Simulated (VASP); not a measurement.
# CaO in VASP: notebook, part 2 of 2

VASP 6.6.1.

## 4. Single point, PBE (strain along [111] +1.2%)

File INCAR:

```
SYSTEM = CaO
ALGO = Normal
EDIFF = 1E-6
ENCUT = 520
GGA = PE
ISIF = 2
ISMEAR = -1
LASPH = .True.
LCHARG = .True.
LELF = .True.
LREAL = .False.
LVHAR = .True.
LWAVE = .False.
NBANDS = 15
NELM = 80
PREC = Accurate
SIGMA = 0.02
```

File KPOINTS:

```
k-points
0
Gamma
  10 10 10
  0 0 0
```

File POSCAR:

```
CaO
1.0
    0.0195000743      2.4170501887      2.4170501887
    2.4170501887      0.0195000743      2.4170501887
    2.4170501887      2.4170501887      0.0195000743
Ca O
1 1
Direct
    0.0000000000      0.0000000000      0.0000000000
    0.5000000000      0.5000000000      0.5000000000
```

Potentials or basis: VASP PAW PBE potentials, release 64 (Ca_sv, O).

Command:

```
$ cat potpaw_PBE.64/Ca_sv/POTCAR potpaw_PBE.64/O/POTCAR > POTCAR
$ mpirun -np 1 vasp_std > vasp.out
```

OUTCAR:

```text
SYSTEM = CaO
   EDIFF = 1E-6
   ENCUT = 520
   GGA = PE
   ISIF = 2
   ISMEAR = -1
   LASPH = .True.
   LREAL = .False.
   NELM = 80
   PREC = Accurate

 ion  position               nearest neighbor table
   1  0.000  0.000  0.000-   2 2.41   2 2.41   2 2.41   2 2.41   2 2.41   2 2.41
   2  0.500  0.500  0.500-   1 2.41   1 2.41   1 2.41   1 2.41   1 2.41   1 2.41

  LATTYP: Found a trigonal (rhomboedric) cell.
 ALAT       =     3.4182807787
 COS(alpha) =     0.5080511819

  Lattice vectors:

 A1 = (   0.0195000743,   2.4170501887,   2.4170501887)
 A2 = (   2.4170501887,   0.0195000743,   2.4170501887)
 A3 = (   2.4170501887,   2.4170501887,   0.0195000743)

Analysis of symmetry for initial positions (statically):
=====================================================================
 Subroutine PRICEL returns:
 Original cell was already a primitive cell.

 Routine SETGRP: Setting up the symmetry group for a
 trigonal (rhombohedral) supercell.

 Subroutine GETGRP returns: Found 12 space group operations
 (whereof 12 operations were pure point group operations)
 out of a pool of 12 trial point group operations.

The static configuration has the point symmetry D_3d.

Analysis of symmetry for dynamics (positions and initial velocities):
=====================================================================
 Subroutine PRICEL returns:
 Original cell was already a primitive cell.

 Routine SETGRP: Setting up the symmetry group for a
 trigonal (rhombohedral) supercell.

 Subroutine GETGRP returns: Found 12 space group operations
 (whereof 12 operations were pure point group operations)
 out of a pool of 12 trial point group operations.

The dynamic configuration has the point symmetry D_3d.

 Subroutine INISYM returns: Found 12 space group operations
 (whereof 12 operations are pure point group operations),
 and found     1 'primitive' translations

----------------------------------------------------------------------------------------

                                     Primitive cell

  volume of cell :      27.8997

[... 118 lines left out ...]
   LRPA    =     F    only Hartree local field effects (RPA)
 non-spin polarized calculation
  energy-cutoff  :      520.00
  volume of cell :       27.90
 maximum number of plane-waves:       767
 NGX is ok and might be reduce to    28
   NGX = 13   NGY = 13   NGZ = 13

 number of electron      15.9999998 magnetization

 Free energy of the ion-electron system (eV)
  ---------------------------------------------------
  ext. energy  EPLUGINS =         0.00000000
  ---------------------------------------------------
  free energy    TOTEN  =       -12.80175054 eV

  energy without entropy =      -12.80175054  energy(sigma->0) =      -12.80175054

 E-fermi :   2.7223     XC(G=0): -10.4508

 val. band max:        2.3361369903   @ k =   0.0000   0.0000   0.0000
 cond. band min:       5.9578167971   @ k =   0.5000   0.5000   0.0000
 fundamental gap:      3.6216798068
 Fermi energy:         2.7223388777

 k-point     1 :       0.0000    0.0000    0.0000
  band No.  band energies     occupation
      1     -35.3374      2.00000
      2     -16.1054      2.00000
      3     -16.1046      2.00000
      4     -16.1046      2.00000
      5     -13.2004      2.00000
      6       2.2948      2.00000
      7       2.3361      2.00000
      8       2.3361      2.00000
      9       6.9910      0.00000
     10       8.4575      0.00000
     11       8.5725      0.00000
     12       8.5725      0.00000
     13      10.0301      0.00000
     14      10.0301      0.00000
[... 401 lines left out ...]
      2     -16.7360      2.00000
      3     -16.2998      2.00000
      4     -16.2758      2.00000
      5     -12.6885      2.00000
      6       0.6505      2.00000
      7       1.7834      2.00000
      8       1.8507      2.00000
      9       6.6271      0.00000
     10       9.9282      0.00000
     11      11.0666      0.00000
     12      11.1499      0.00000
     13      11.2872      0.00000
     14      13.0837      0.00000
     15      17.8453      0.00000

 [... further k-points ...]

------------------------ aborting loop because EDIFF is reached ----------------------------------------

  FORCE on cell =-STRESS in cart. coord.  units (eV):
  Direction    XX          YY          ZZ          XY          YZ          ZX
  --------------------------------------------------------------------------------------
  -------------------------------------------------------------------------------------
  Total        0.2858246      0.2858246      0.2858246     -0.1084061     -0.1084061     -0.1084061
  in kB       16.4138594     16.4138594     16.4138594     -6.2253666     -6.2253666     -6.2253666
  external PRESSURE =      16.4138594 kB  Pullay stress =       0.0000000 kB

 VOLUME and BASIS-vectors are now :
 -----------------------------------------------------------------------------
  energy-cutoff  :      520.00
  volume of cell :       27.90
      direct lattice vectors                 reciprocal lattice vectors
     0.019500074  2.417050189  2.417050189    -0.209384080  0.207708348  0.207708348
     2.417050189  0.019500074  2.417050189     0.207708348 -0.209384080  0.207708348
     2.417050189  2.417050189  0.019500074     0.207708348  0.207708348 -0.209384080

 POSITION                                       TOTAL-FORCE (eV/Angst)
 -----------------------------------------------------------------------------------
      0.00000      0.00000      0.00000        -0.000000      0.000000     -0.000000
      2.42680      2.42680      2.42680         0.000000     -0.000000      0.000000
 -----------------------------------------------------------------------------------
    total drift:                                0.000000      0.000000      0.000000

  FREE ENERGIE OF THE ION-ELECTRON SYSTEM (eV)
  ---------------------------------------------------
  free  energy   TOTEN  =       -12.8017505373 eV

  energy  without entropy=      -12.8017505372  energy(sigma->0) =      -12.80175054
```

It took 28 s on 1 thread of Intel Xeon Platinum 8488C (Sapphire Rapids), shared host; peak memory 0.18 GiB.

What came out:

```
Free energy            : -12.8018 eV
Pressure               : 1.6 GPa
Band gap on the k mesh : 3.62 eV (least direct gap 3.99 eV)
```

Levels at points of the mesh, in eV from the valence-band top:
| k point | band 6 | band 7 | band 8 | band 9 | band 10 | band 11 |
| --- | --- | --- | --- | --- | --- | --- |
| (0.00, 0.00, 0.00) | -0.04 | 0.00 | 0.00 | 4.65 | 6.12 | 6.24 |
| (0.50, 0.00, 0.00) | -2.64 | -1.25 | -1.19 | 7.01 | 8.28 | 8.38 |
| (0.50, 0.50, 0.00) | -1.32 | -0.41 | -0.37 | 3.62 | 7.99 | 8.85 |
| (0.50, 0.50, 0.50) | -2.65 | -1.17 | -1.17 | 6.98 | 8.27 | 8.27 |

Caveat: the cell differs from its parent crystal (strain along [111] +1.2%).

## 5. Single point, PBE (shear xy strain -4.9%)

File INCAR:

```
SYSTEM = CaO
ALGO     = Normal         ! electronic algorithm
EDIFF    = 1E-6           ! SCF threshold, eV
ENCUT    = 520            ! plane-wave cutoff, eV
GGA      = PE             ! functional
ISIF     = 2              ! what is computed and relaxed
ISMEAR   = -1             ! smearing method
LASPH    = .True.         ! aspherical terms in the spheres
LCHARG   = .True.         ! write CHGCAR
LELF     = .True.         ! ELF
LREAL    = .False.        ! projectors in reciprocal space
LVHAR    = .True.       
LWAVE    = .False.        ! write WAVECAR
NBANDS   = 15             ! bands
NELM     = 60             ! most SCF steps
PREC     = Accurate       ! precision mode
SIGMA    = 0.02           ! smearing width, eV
```

KPOINTS is that of step 4.

File POSCAR:

```
CaO
1.0
   -0.0585002228      2.3975501144      2.3975501144
    2.3975501144     -0.0585002228      2.3975501144
    2.3390498916      2.3390498916      0.0000000000
Ca O
1 1
Direct
    0.0000000000      0.0000000000      0.0000000000
    0.5000000000      0.5000000000      0.5000000000
```

Command:

```
$ cat potpaw_PBE.64/Ca_sv/POTCAR potpaw_PBE.64/O/POTCAR > POTCAR
$ mpirun -np 1 vasp_std > vasp.out
```

Wall time 40 s (1 thread of Intel Xeon Platinum 8488C (Sapphire Rapids), shared host); peak memory 0.21 GiB.

The run converged. Its results:

```yaml
Free_energy: -12.7819 eV
Pressure: 3.1 GPa
Band_gap_on_the_k_mesh: 3.53 eV (least direct gap 3.87 eV)
```

Stress tensor (GPa, compression positive):
```
3.13 3.70 0.00
3.70 3.13 0.00
0.00 0.00 2.89
```

Levels at points of the mesh, in eV from the valence-band top:
| k point | band 6 | band 7 | band 8 | band 9 | band 10 | band 11 |
| --- | --- | --- | --- | --- | --- | --- |
| (0.00, 0.00, 0.00) | -0.16 | -0.09 | 0.00 | 4.65 | 5.90 | 6.15 |
| (0.50, 0.00, 0.00) | -2.76 | -1.31 | -1.12 | 6.88 | 8.08 | 8.37 |
| (0.50, 0.50, 0.00) | -1.39 | -0.57 | -0.34 | 3.53 | 8.00 | 8.84 |
| (0.00, 0.00, 0.50) | -2.74 | -1.47 | -1.30 | 7.00 | 8.23 | 8.47 |
| (0.50, 0.00, 0.50) | -1.39 | -0.46 | -0.46 | 3.53 | 7.97 | 8.80 |

Caveat: the cell differs from its parent crystal (shear xy strain -4.9%); the cell stands under pressure. A k mesh can miss the band edges.

## 6. Single point, r2SCAN (strain along [111] +1.2%)

File POSCAR:

```
CaO
1.0
    0.0195000743      2.4170501887      2.4170501887
    2.4170501887      0.0195000743      2.4170501887
    2.4170501887      2.4170501887      0.0195000743
Ca O
1 1
Direct
    0.0000000000      0.0000000000      0.0000000000
    0.5000000000      0.5000000000      0.5000000000
```

File INCAR.step1:

```
SYSTEM = CaO
PREC = Accurate
ENCUT = 520
ISMEAR = 0
SIGMA = 0.01
LREAL = .FALSE.
LASPH = .TRUE.
NELM = 100
NBANDS = 15
GGA = PE
ALGO = Normal
EDIFF = 1E-4
LWAVE = .TRUE.
LCHARG = .FALSE.
```

File INCAR.step2:

```
SYSTEM = CaO
PREC = Accurate
ENCUT = 520
EDIFF = 1E-6
ISMEAR = 0
SIGMA = 0.01
LREAL = .FALSE.
LASPH = .TRUE.
NELM = 100
ALGO = Normal
ISIF = 2
LWAVE = .FALSE.
LCHARG = .FALSE.
METAGGA = R2SCAN
LMIXTAU = .TRUE.
NBANDS = 15
ISTART = 1
```

File KPOINTS:

```
regular mesh
0
G
  10 10 10
  0 0 0
```

Potentials or basis: VASP PAW PBE potentials, release 64 (Ca_sv, O).

Command:

```
$ cat potpaw_PBE.64/Ca_sv/POTCAR potpaw_PBE.64/O/POTCAR > POTCAR
$ cp INCAR.step1 INCAR
$ mpirun -np 1 vasp_std > vasp.out
$ cp INCAR.step2 INCAR
$ mpirun -np 1 vasp_std > vasp.out
```

It took 2 min on 1 thread of Intel Xeon Platinum 8488C (Sapphire Rapids), shared host; peak memory 0.19 GiB.

The run converged. Its results:

```
Free energy            : -19.4528 eV
Pressure               : -0.4 GPa
Band gap on the k mesh : 4.18 eV (least direct gap 4.55 eV)
```

Stress tensor (GPa, compression positive):
```
-0.41 -0.65 -0.65
-0.65 -0.41 -0.65
-0.65 -0.65 -0.41
```

Levels at points of the mesh, in eV from the valence-band top:
| k point | band 5 | band 6 | band 7 | band 8 | band 9 | band 10 | band 11 | band 12 |
| --- | --- | --- | --- | --- | --- | --- | --- | --- |
| (0.00, 0.00, 0.00) | -16.48 | -0.04 | 0.00 | 0.00 | 5.37 | 6.75 | 6.86 | 6.86 |
| (0.50, 0.00, 0.00) | -15.22 | -2.61 | -1.24 | -1.18 | 7.66 | 8.97 | 9.07 | 9.16 |
| (0.50, 0.50, 0.00) | -16.26 | -1.31 | -0.41 | -0.37 | 4.18 | 8.71 | 9.58 | 10.18 |
| (0.50, 0.50, 0.50) | -15.22 | -2.61 | -1.16 | -1.16 | 7.63 | 8.96 | 8.96 | 9.17 |

Caveat: the cell differs from its parent crystal (strain along [111] +1.2%); the PAW data sets were made with another functional, which shifts forces and pressure a little. A k mesh can miss the band edges.

## 7. Summary

```csv
level,cell,smearing,gap on the mesh (eV),pressure (GPa)
PBE,"a = 3.313 Å, angles 60.0°, 2 atoms",fermi-dirac 0.02 eV,3.60,12.6
r2SCAN,"a = 3.313 Å, angles 60.0°, 2 atoms",gaussian 0.01 eV,4.15,10.8
PBE,"a = 3.418 Å, angles 59.5°, 2 atoms",fermi-dirac 0.02 eV,3.62,1.6
PBE,"a = 3.391, b = 3.391, c = 3.308 Å, angles 60.8, 60.8, 61.6°, 2 atoms",fermi-dirac 0.02 eV,3.53,3.1
r2SCAN,"a = 3.418 Å, angles 59.5°, 2 atoms",gaussian 0.01 eV,4.18,-0.4
```

Alike in all rows: task single point; potentials or basis VASP PAW PBE potentials, release 64 (Ca_sv, O); no spin polarisation; k mesh 10 × 10 × 10; cutoff (eV) 520.

Caveats: the cell stands under pressure (at least some runs); the PAW data sets were made with another functional, which shifts forces and pressure a little (at least some runs).

Total energies depend on the potentials used, so only differences within one code and one set of settings carry meaning.
